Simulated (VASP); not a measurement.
# SnO2 (Cm) in VASP: further runs

Runs on SnO2. Level: r2SCAN. Tasks: single point.

Program: VASP 6.6.1. These are calculated values, not measurements. Logs are shortened: lines on timing, memory, paths and dates and some standing lists are left out, and cuts for length are marked.

### Step 1. The cell of the first run

The structure is monoclinic, space group Cm (No. 8). The conventional cell has a = 11.000 Å, b = 4.000 Å, c = 4.000 Å, α = 90.00°, β = 111.32°, γ = 90.00°. Within 2.7 Å of Sn (site symmetry m) lie 6 O at 2.01 to 2.16 Å. Within 2.7 Å of Sn (site symmetry m) lie 6 O at 2.06 to 2.09 Å. Within 2.7 Å of O (site symmetry m) lie 3 Sn at 2.04 to 2.09 Å and 2 O at 2.57 Å. Within 2.7 Å of O (site symmetry m) lie 3 Sn at 2.01 to 2.06 Å and 2 O at 2.57 Å. O (site symmetry m) has 3 Sn at 2.02 to 2.14 Å and 2 O at 2.57 Å within 2.7 Å. Within 2.7 Å of O (site symmetry m) lie 3 Sn at 2.06 to 2.16 Å and 2 O at 2.57 Å.

### Step 2. Single point, r2SCAN (atom 1 (Sn) moved -0.100 Å towards its neighbour atom 2 (Sn) at 3.250 Å)

Input file POSCAR:

```
SnO2
1.0
   -2.0000686112      2.0000686112      5.1236788559
    2.0000686112     -2.0000686112      5.1236788559
    2.0000686112      2.0000686112     -5.1236788559
Sn O
2 4
Direct
    0.7730760539      0.2576920180      0.5153840359
    0.0000000000      0.0000000000      0.0000000000
    0.7965225900      0.7965225900      0.0000000000
    0.9534774100      0.4534774100      0.5000000000
    0.2034774100      0.2034774100      0.0000000000
    0.5465225900      0.0465225900      0.5000000000
```

Input file INCAR.step1:

```
ALGO = Normal
EDIFF = 1E-4
ENCUT = 520
GGA = PE
ISMEAR = 0
LASPH = True
LCHARG = False
LREAL = False
LWAVE = True
NBANDS = 35
NELM = 100
PREC = Accurate
SIGMA = 0.05
```

Input file INCAR.step2:

```
ALGO = Normal
EDIFF = 1E-7
ENCUT = 520
ISIF = 2
ISMEAR = 0
ISTART = 1
LASPH = True
LCHARG = False
LMIXTAU = True
LREAL = False
LWAVE = False
METAGGA = R2SCAN
NBANDS = 35
NELM = 100
PREC = Accurate
SIGMA = 0.05
```

Input file KPOINTS:

```
k-points
0
Gamma
  10 10 10
```

Potentials or basis: VASP PAW PBE potentials, release 64 (Sn_d, O).

Launch:

```console
$ cat potpaw_PBE.64/Sn_d/POTCAR potpaw_PBE.64/O/POTCAR > POTCAR
$ cp INCAR.step1 INCAR
$ mpirun -np 1 vasp_std > vasp.out
$ cp INCAR.step2 INCAR
$ mpirun -np 1 vasp_std > vasp.out
```

OUTCAR:

```text
EDIFF = 1E-7
   ENCUT = 520
   ISIF = 2
   ISMEAR = 0
   ISTART = 1
   LASPH = True
   LREAL = False
   METAGGA = R2SCAN
   NELM = 100
   PREC = Accurate

 ion  position               nearest neighbor table
   1  0.773  0.258  0.515-   4 2.01   5 2.02   3 2.04   3 2.04   5 2.14   6 2.16   2 3.19   2 3.19
                             2 3.28   2 3.35
   2  0.000  0.000  0.000-   6 2.06   4 2.06   6 2.06   4 2.06   3 2.09   5 2.09   1 3.19   1 3.19
                             1 3.28   1 3.35
   3  0.797  0.797  0.000-   1 2.04   1 2.04   2 2.09
   4  0.953  0.453  0.500-   1 2.01   2 2.06   2 2.06
   5  0.203  0.203  0.000-   1 2.02   2 2.09   1 2.14
   6  0.547  0.047  0.500-   2 2.06   2 2.06   1 2.16

  LATTYP: Found a body centered tetragonal cell.
 ALAT       =     4.0001372224
 C/A-ratio  =     2.5617515455

  Lattice vectors:

 A1 = (  -2.0000686112,   2.0000686112,   5.1236788559)
 A2 = (   2.0000686112,  -2.0000686112,   5.1236788559)
 A3 = (   2.0000686112,   2.0000686112,  -5.1236788559)

Analysis of symmetry for initial positions (statically):
=====================================================================
 Subroutine PRICEL returns:
 Original cell was already a primitive cell.

 Routine SETGRP: Setting up the symmetry group for a
 body centered tetragonal supercell.

 Subroutine GETGRP returns: Found  2 space group operations
 (whereof  2 operations were pure point group operations)
 out of a pool of 16 trial point group operations.

The static configuration has the point symmetry C_1h.

Analysis of symmetry for dynamics (positions and initial velocities):
=====================================================================
 Subroutine PRICEL returns:
 Original cell was already a primitive cell.

 Routine SETGRP: Setting up the symmetry group for a
 body centered tetragonal supercell.

 Subroutine GETGRP returns: Found  2 space group operations
 (whereof  2 operations were pure point group operations)
 out of a pool of 16 trial point group operations.

The dynamic configuration has the point symmetry C_1h.

 Subroutine INISYM returns: Found  2 space group operations
 (whereof  2 operations are pure point group operations),
 and found     1 'primitive' translations

----------------------------------------------------------------------------------------

                                     Primitive cell

  volume of cell :      81.9845

  direct lattice vectors                    reciprocal lattice vectors
    -2.000068611  2.000068611  5.123678856     0.000000000  0.249991424  0.097586132
     2.000068611 -2.000068611  5.123678856     0.249991424  0.000000000  0.097586132
     2.000068611  2.000068611 -5.123678856     0.249991424  0.249991424  0.000000000

  length of vectors
     5.852574982  5.852574982  5.852574982     0.268363122  0.268363122  0.353541262

  position of ions in fractional coordinates (direct lattice)
     0.773076054  0.257692018  0.515384036
     0.000000000  0.000000000  0.000000000
     0.796522590  0.796522590  0.000000000
     0.953477410  0.453477410  0.500000000
     0.203477410  0.203477410  0.000000000
     0.546522590  0.046522590  0.500000000

  ion indices of the primitive-cell ions
   primitive index   ion index
                 1           1
                 2           2
                 3           3
                 4           4
                 5           5
                 6           6

----------------------------------------------------------------------------------------

 KPOINTS: k-points

Automatic generation of k-mesh.
 Grid dimensions read from file:
 generate k-points for:   10   10   10

 Generating k-lattice:

  Cartesian coordinates                     Fractional coordinates (reciprocal lattice)
     0.000000000  0.024999142  0.009758613     0.100000000  0.000000000  0.000000000
     0.024999142  0.000000000  0.009758613     0.000000000  0.100000000  0.000000000
     0.024999142  0.024999142  0.000000000     0.000000000  0.000000000  0.100000000

  Length of vectors
     0.026836312  0.026836312  0.035354126

  Shift w.r.t. Gamma in fractional coordinates (k-lattice)
     0.000000000  0.000000000  0.000000000

 Subroutine IBZKPT returns following result:
 ===========================================

 Found    282 irreducible k-points:

 Following reciprocal coordinates:
            Coordinates               Weight
  0.000000  0.000000  0.000000      1.000000
  0.100000  0.000000 -0.000000      2.000000
  0.000000  0.100000 -0.000000      4.000000
  0.000000  0.100000 -0.100000      2.000000
  0.200000  0.000000 -0.000000      2.000000
  0.000000  0.200000 -0.000000      4.000000
[... 16 lines left out ...]
  0.300000  0.100000 -0.000000      4.000000
  0.000000  0.400000 -0.100000      4.000000
 [... further k-points ...]
   k-points           NKPTS =    282   k-points in BZ     NKDIM =    282   number of bands    NBANDS=     35
   number of dos      NEDOS =    301   number of ions     NIONS =      6
   total plane-waves  NPLWV = 110592
   dimension x,y,z NGX =    48 NGY =   48 NGZ =   48
   dimension x,y,z NGXF=    96 NGYF=   96 NGZF=   96
   ions per type =               2   4
   NGX,Y,Z   is equivalent  to a cutoff of  13.63, 13.63, 13.63 a.u.
   NGXF,Y,Z  is equivalent  to a cutoff of  27.27, 27.27, 27.27 a.u.
 SYSTEM =  unknown system
   PREC   = accura    normal or accurate (medium, high low for compatibility)
   ISTART =      1    job   : 0-new  1-cont  2-samecut
   ICHARG =      0    charge: 1-file 2-atom 10-const
   ISPIN  =      1    spin polarized calculation?
   LNONCOLLINEAR =      F non collinear calculations
   LSORBIT =      F    spin-orbit coupling
   LASPH  =      T    aspherical Exc in radial PAW
   ENCUT  =  520.0 eV  38.22 Ry    6.18 a.u.  10.88 10.88 10.88*2*pi/ulx,y,z
   NELM   =    100;   NELMIN=  2; NELMDL=  0     # of ELM steps
   EDIFF  = 0.1E-06   stopping-criterion for ELM
   LREAL  =      F    real-space projection
   EDIFFG = 0.1E-05   stopping-criterion for IOM
   NSW    =      0    number of steps for IOM
   IBRION =     -1    ionic relax: 0-MD 1-quasi-New 2-CG
   NFREE  =      0    steps in history (QN), initial steepest desc. (CG)
   ISIF   =      2    stress and relaxation
   ISYM   =      2    0-nonsym 1-usesym 2-fastsym
   POTIM  = 0.5000    time-step for ionic-motion
   TEBEG  =    0.0;   TEEND  =   0.0 temperature during run
   PSTRESS=    0.0 pullay stress
   NELECT =      52.0000    total number of electrons
   NUPDOWN=      -1.0000    fix difference up-down
   EMIN   =  10.00;   EMAX   =-10.00  energy-range for DOS
   EFERMI =   0.00;   METHOD = LEGACY
   ISMEAR =     0;   SIGMA  =   0.05  broadening in eV -4-tet -1-fermi 0-gaus
   EFERMI_NEDOS =   21; number of points for ismear=-14 and -15
   IALGO  =     38    algorithm
   IMIX   =      4    mixing-type and parameters
     AMIX     =   0.40;   BMIX     =  1.00
     AMIX_MAG =   1.60;   BMIX_MAG =  1.00
  volume/ion in A,a.u.               =      13.66        92.21
  Fermi-wavevector in a.u.,A,eV,Ry     =   1.406583  2.658057 26.918799  1.978476
  Thomas-Fermi vector in A             =   2.528929
   LORBIT       =      0    0 simple, 1 ext, 2 COOP (PROOUT), +10 PAW based schemes
   METAGGA = R2SCAN    functional components
   LHFCALC =     F    Hartree Fock is set to
   AEXX    =    0.0000 exact exchange contribution
   IVDW    =     0    specifies the selected vdW correction
   LEPSILON=     F    determine dielectric tensor
   LRPA    =     F    only Hartree local field effects (RPA)
 non-spin polarized calculation
 Gauss-broadening in eV      SIGMA  =   0.05
  energy-cutoff  :      520.00
  volume of cell :       81.98
 maximum number of plane-waves:      2244
 NGX is ok and might be reduce to    48
   NGX = 21   NGY = 21   NGZ = 21

 number of electron      52.0000004 magnetization

 Free energy of the ion-electron system (eV)
  ---------------------------------------------------
  ext. energy  EPLUGINS =         0.00000000
  ---------------------------------------------------
  free energy    TOTEN  =       -83.99346542 eV

  energy without entropy =      -83.99346542  energy(sigma->0) =      -83.99346542

 E-fermi :   3.9265     XC(G=0): -11.0472

 val. band max:        3.6305878717   @ k =   0.3000   0.3000   0.2000
 cond. band min:       5.9074723450   @ k =   0.0000   0.0000   0.0000
 fundamental gap:      2.2768844733
 Fermi energy:         3.9264839486

 k-point     1 :       0.0000    0.0000    0.0000
  band No.  band energies     occupation
      1     -17.5333      2.00000
      2     -17.4264      2.00000
      3     -17.1901      2.00000
      4     -16.5765      2.00000
      5     -16.4368      2.00000
      6     -16.3831      2.00000
[... 27 lines left out ...]
     34      16.7263      0.00000
     35      16.9886      0.00000

 k-point     2 :       0.1000    0.0000   -0.0000
  band No.  band energies     occupation
      1     -17.5412      2.00000
      2     -17.4034      2.00000
      3     -17.1569      2.00000
      4     -16.5823      2.00000
      5     -16.4382      2.00000
      6     -16.3807      2.00000
[... 27 lines left out ...]
     34      16.4198      0.00000
     35      16.8650      0.00000

 k-point     3 :       0.0000    0.1000   -0.0000
  band No.  band energies     occupation
      1     -17.5157      2.00000
      2     -17.3829      2.00000
      3     -17.1871      2.00000
      4     -16.5850      2.00000
      5     -16.4337      2.00000
      6     -16.3857      2.00000
[... 27 lines left out ...]
     34      16.3573      0.00000
     35      16.8369      0.00000
[... 723 lines left out ...]
 k-point    23 :       0.3000    0.1000   -0.0000
  band No.  band energies     occupation
      1     -17.5361      2.00000
      2     -17.2894      2.00000
      3     -16.9282      2.00000
      4     -16.5728      2.00000
      5     -16.4516      2.00000
      6     -16.3822      2.00000
[... 27 lines left out ...]
     34      16.1826      0.00000
     35      16.4338      0.00000

 k-point    24 :       0.0000    0.4000   -0.1000
  band No.  band energies     occupation
      1     -17.4222      2.00000
      2     -17.1976      2.00000
      3     -17.0357      2.00000
      4     -16.5802      2.00000
      5     -16.4392      2.00000
      6     -16.3938      2.00000
[... 27 lines left out ...]
     34      16.1531      0.00000
     35      16.3912      0.00000

 [... further k-points ...]
[... 5 lines left out ...]
  --------------------------------------------------------------------------------------
  -------------------------------------------------------------------------------------
  Total        1.8702121     -1.2720262      0.5674588      0.0000000     -0.7991252      0.0000000
  in kB       36.5485177    -24.8585020     11.0895319      0.0000000    -15.6168602      0.0000000
  external PRESSURE =       7.5931825 kB  Pullay stress =       0.0000000 kB

 VOLUME and BASIS-vectors are now :
 -----------------------------------------------------------------------------
  energy-cutoff  :      520.00
  volume of cell :       81.98
      direct lattice vectors                 reciprocal lattice vectors
    -2.000068611  2.000068611  5.123678856     0.000000000  0.249991424  0.097586132
     2.000068611 -2.000068611  5.123678856     0.249991424  0.000000000  0.097586132
     2.000068611  2.000068611 -5.123678856     0.249991424  0.249991424  0.000000000

 POSITION                                       TOTAL-FORCE (eV/Angst)
 -----------------------------------------------------------------------------------
      0.00000      2.06161      2.64066        -0.000000     -0.922284     -2.134796
      0.00000      0.00000      0.00000         0.000000      0.016737      0.741565
      0.00000      0.00000      8.16225         0.000000      0.026339      0.233994
      0.00000      2.00007      4.64695         0.000000      0.023646      0.653942
      0.00000      0.00000      2.08511         0.000000      0.826680      0.193512
      0.00000      2.00007      0.47673         0.000000      0.028883      0.311783
 -----------------------------------------------------------------------------------
    total drift:                                0.000006     -0.000057     -0.002363

  FREE ENERGIE OF THE ION-ELECTRON SYSTEM (eV)
  ---------------------------------------------------
  free  energy   TOTEN  =       -83.9934654170 eV

  energy  without entropy=      -83.9934654170  energy(sigma->0) =      -83.99346542
```

Run time: 3 h. Hardware: 1 thread of Oxide Virtual Turin-like, shared host; peak memory 0.77 GiB.

What came out:

```
Free energy            : -83.9935 eV
Pressure               : 0.8 GPa
Largest force          : 2.326 eV/Å
Band gap on the k mesh : 2.28 eV (least direct gap 2.52 eV)
```

Forces in eV/Å, atoms in the order of the input:
```
Sn   0.000 -0.922 -2.135
Sn   0.000  0.017  0.742
O    0.000  0.026  0.234
O    0.000  0.024  0.654
O    0.000  0.827  0.194
O    0.000  0.029  0.312
```

Caveat: the cell differs from its parent crystal (atom 1 (Sn) moved -0.100 Å towards its neighbour atom 2 (Sn) at 3.250 Å); the stress differs along the axes, from -2 to 4 GPa; the PAW data sets were made with another functional, which shifts forces and pressure a little; spin-orbit coupling is left out, which moves the levels of the heavy elements. A k mesh can miss the band edges.

### Step 3. Single point, r2SCAN (atom 1 (Sn) moved +0.100 Å towards its neighbour atom 2 (Sn) at 3.250 Å)

Edit POSCAR of step 2 so:

```diff
@@ -8,3 +8,3 @@
 Direct
-    0.7730760539      0.2576920180      0.5153840359
+    0.7269239461      0.2423079820      0.4846159641
     0.0000000000      0.0000000000      0.0000000000
```

Input file INCAR.step1:

```
SYSTEM = SnO2
ALGO = Normal ; EDIFF = 1E-4
ENCUT = 520 ; GGA = PE
ISMEAR = 0 ; LASPH = .TRUE.
LCHARG = .FALSE. ; LREAL = .FALSE.
LWAVE = .TRUE. ; NBANDS = 35
NELM = 60 ; PREC = Accurate
SIGMA = 0.05
```

Input file INCAR.step2:

```
SYSTEM = SnO2
ALGO = Normal ; EDIFF = 1E-6
ENCUT = 520 ; ISIF = 2
ISMEAR = 0 ; ISTART = 1
LASPH = .TRUE. ; LCHARG = .FALSE.
LMIXTAU = .TRUE. ; LREAL = .FALSE.
LWAVE = .FALSE. ; METAGGA = R2SCAN
NBANDS = 35 ; NELM = 60
PREC = Accurate ; SIGMA = 0.05
```

Input file KPOINTS:

```
k-points
0
G
  10 10 10
  0 0 0
```

Potentials or basis: VASP PAW PBE potentials, release 64 (Sn_d, O).

Launch:

```console
$ cat potpaw_PBE.64/Sn_d/POTCAR potpaw_PBE.64/O/POTCAR > POTCAR
$ cp INCAR.step1 INCAR
$ mpirun -np 1 vasp_std > vasp.out
$ cp INCAR.step2 INCAR
$ mpirun -np 1 vasp_std > vasp.out
```

Run time: 2.5 h. Hardware: 1 thread of Oxide Virtual Turin-like, shared host; peak memory 0.77 GiB.

It converged, with:

* Free energy: -83.9821 eV
* Pressure: 0.8 GPa
* Largest force: 2.621 eV/Å
* Band gap on the k mesh: 2.28 eV (least direct gap 2.51 eV)

Forces on the atoms (eV/Å):
```
Sn   0.000  1.296  2.278
Sn   0.000 -0.079 -0.771
O    0.000 -0.050 -0.256
O    0.000 -0.051 -0.309
O    0.000 -1.112 -0.292
O    0.000 -0.003 -0.651
```

Stress tensor (GPa, compression positive):
```
-3.24  0.00  0.00
 0.00  4.59  1.34
 0.00  1.34  1.10
```

Levels at points of the mesh, in eV from the valence-band top:
```
           k point  band 22  band 23  band 24  band 25  band 26  band 27  band 28  band 29  band 30  band 31
(0.00, 0.00, 0.00)    -1.00    -0.72    -0.64    -0.58    -0.24     2.28     6.31     9.87    10.59    10.80
(0.50, 0.00, 0.00)    -1.10    -1.03    -0.91    -0.49    -0.41     5.69     6.99     8.57     9.36    10.68
(0.00, 0.50, 0.00)    -1.11    -0.71    -0.61    -0.57    -0.30     5.70     7.04     8.59     9.52    10.68
(0.00, 0.50, 0.50)    -1.13    -1.03    -0.89    -0.49    -0.41     5.64     7.05     8.60     9.31    10.78
(0.50, 0.50, 0.00)    -0.93    -0.71    -0.67    -0.06    -0.04     8.13     8.16     8.43     8.50     9.56
(0.50, 0.50, 0.50)    -2.52    -1.18    -0.92    -0.48    -0.15     4.90     4.99     8.13     8.39    12.62
```

Caveat: the cell differs from its parent crystal (atom 1 (Sn) moved +0.100 Å towards its neighbour atom 2 (Sn) at 3.250 Å); the stress differs along the axes, from -3 to 5 GPa; the PAW data sets were made with another functional, which shifts forces and pressure a little; spin-orbit coupling is left out, which moves the levels of the heavy elements.
